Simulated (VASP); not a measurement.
Crystal: TePb.

```xyz
2
Lattice="0.0000 3.0167 3.0167 3.0167 0.0000 3.0167 3.0167 3.0167 0.0000" Properties=species:S:1:pos:R:3 pbc="T T T"
Pb    0.0000    0.0000    0.0000
Te    3.0167    3.0167    3.0167
```

| Item | Value |
| --- | --- |
| Program | VASP 6.6.1 |
| Task | relaxation of cell and atoms |
| Functional | PBE |
| Potentials or basis | VASP PAW PBE potentials, release 64 (Pb_d, Te) |
| Cutoff | 600 eV |
| k mesh | 6 × 6 × 6 |
| Occupations | fermi-dirac, width 0.02 eV |
| Spin | no spin polarisation |

At the start: pressure 17.7 GPa; volume 27.45 Å³/atom.

**Question.** How do energy, volume and symmetry change on relaxing?

**Answer.** Over 5 steps the energy falls by 346.6 meV/atom and the volume is 35.39 Å³/atom (+28.9 %); space group Fm-3m (No. 225, to 0.1 Å) before and after.

The path:
```csv
step,energy change (eV),largest force (eV/Å),pressure (GPa),volume (Å³)
1,0.0000,0.0000,17.68,54.90
2,-0.5137,0.0000,-4.19,82.66
3,-0.6931,0.0000,0.09,70.68
4,-0.6930,0.0000,-0.12,71.02
5,-0.6931,0.0000,0.02,70.78
```

Final structure:
```
Pb Te
1.0
     0.00000    3.28320    3.28320
     3.28320    0.00000    3.28320
     3.28320    3.28320    0.00000
Pb Te
1 1
Direct
  0.00000 0.00000 0.00000
  0.50000 0.50000 0.50000
```

Caveat: the volume moved by over 15 % at a fixed basis, so the end points are rough.
